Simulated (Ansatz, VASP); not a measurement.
**BN: VASP beside Ansatz**

```
B N
1.0
     2.50872    0.00000    0.00000
    -1.25436    2.17262    0.00000
     0.00000    0.00000   20.00000
B N
1 1
Direct
  0.66667 0.33333 0.50000
  0.33333 0.66667 0.50000
```

Alike in both runs: functional PBE; dispersion D3(BJ); k mesh 12 × 12 × 1; occupations gaussian, width 0.05 eV; no spin polarisation.

Ansatz relaxed the structure, and its values are those at the end. VASP's run is a single point on that final structure, the one shown.

|  | VASP | Ansatz |
| --- | --- | --- |
| version | VASP 6.6.1 | Ansatz 0.2.0 |
| potentials or method | VASP PAW PBE potentials, release 64 (B, N), cutoff 520 eV | scalar-relativistic, plane waves, PAW |
| valence electrons in the cell | 8 | 8 |

```csv
,VASP,Ansatz,Ansatz less VASP
gap on the k mesh at the Fermi level (eV),4.67,4.68,+0.003
```
